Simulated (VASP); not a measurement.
Input of a VASP 6.6.1 run:

File INCAR:

```
SYSTEM = NaYPb4
PREC     = Accurate       ! precision mode
ENCUT    = 520            ! plane-wave cutoff, eV
EDIFF    = 1E-7           ! SCF threshold, eV
ISMEAR   = 0              ! smearing method
SIGMA    = 0.1            ! smearing width, eV
LREAL    = .FALSE.        ! projectors in reciprocal space
LASPH    = .TRUE.         ! aspherical terms in the spheres
NELM     = 80             ! most SCF steps
ALGO     = Fast           ! electronic algorithm
ISIF     = 2              ! what is computed and relaxed
LWAVE    = .FALSE.        ! write WAVECAR
LCHARG   = .TRUE.         ! write CHGCAR
GGA      = PE             ! functional
LELF     = .TRUE.         ! ELF
LVHAR    = .TRUE.       
NBANDS   = 46             ! bands
```

KPOINTS

```
Automatic mesh
0
G
  4 4 2
  0 0 0
```

The input POSCAR:

```
NaYPb4
1.0
    5.9286249539      0.0000000000      0.0000000000
    0.0000000000      5.9286249539      0.0000000000
    0.0000000000      0.0000000000      8.7179770233
Na Y Pb
1 1 4
Direct
    0.5000000000      0.5000000000      0.5000000000
    0.0000000000      0.0000000000      0.0000000000
    0.5000000000      0.0000000000      0.0000000000
    0.0000000000      0.5000000000      0.0000000000
    0.0000000000      0.0000000000      0.3374476841
    0.0000000000      0.0000000000      0.6625523159
```

Potentials or basis: VASP PAW PBE potentials, release 64 (Na_pv, Y_sv, Pb_d).

Command:

```sh
$ cat potpaw_PBE.64/Na_pv/POTCAR potpaw_PBE.64/Y_sv/POTCAR potpaw_PBE.64/Pb_d/POTCAR > POTCAR
$ mpirun -np 1 vasp_std > vasp.out
```

What does it give for the largest force?

0.005 eV/Å.

What does it give for the pressure?

-0.1 GPa.

What does it give for the band gap on the k mesh?

Zero (band 37 reaches 2.32 eV, above the bottom of band 38 at 0.82 eV).

Forces in eV/Å, atoms in the order of the input:
```
Na   0.000  0.000  0.000
Y    0.000  0.000  0.000
Pb   0.000  0.000  0.000
Pb   0.000  0.000  0.000
Pb   0.000  0.000 -0.005
Pb   0.000  0.000  0.005
```

Caveat: the k points lie up to 0.36 Å⁻¹ apart; spin-orbit coupling is left out, which moves the levels of the heavy elements.
